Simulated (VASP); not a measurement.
Input of a VASP 6.6.1 run:

Contents of INCAR:

```
PREC     = Accurate       # precision mode
ENCUT    = 520            # plane-wave cutoff, eV
EDIFF    = 1E-7           # SCF threshold, eV
ISMEAR   = 0              # smearing method
SIGMA    = 0.1            # smearing width, eV
LREAL    = False          # projectors in reciprocal space
LASPH    = True           # aspherical terms in the spheres
NELM     = 100            # most SCF steps
ALGO     = Normal         # electronic algorithm
ISIF     = 2              # what is computed and relaxed
LWAVE    = False          # write WAVECAR
LCHARG   = True           # write CHGCAR
GGA      = PS             # functional
LELF     = True           # ELF
LVHAR    = True         
NBANDS   = 10             # bands
```

The input KPOINTS:

```
Automatic mesh
0
Gamma
  6 6 6
```

File POSCAR:

```
Na
1.0
    7.0710313603      0.0000000000      0.0000000000
    0.0000000000      7.0710313603      0.0000000000
    0.0000000000      0.0000000000      7.0710313603
Na
1
Direct
    0.0000000000      0.0000000000      0.0000000000
```

Potentials or basis: VASP PAW PBE potentials, release 64 (Na_pv).

The run is started by

```console
$ cat potpaw_PBE.64/Na_pv/POTCAR > POTCAR
$ mpirun -np 1 vasp_std > vasp.out
```

(1) What does it give for the pressure?

(2) Estimate the band gap on the k mesh.

Answers

(1) -0.1 GPa.

(2) zero (an odd number of electrons rules out a gap without spin polarisation).

Caveat: the cell differs from its parent crystal (strained); the nearest neighbours stand farther apart than a usual bond; the PAW data sets were made with another functional, which shifts forces and pressure a little.
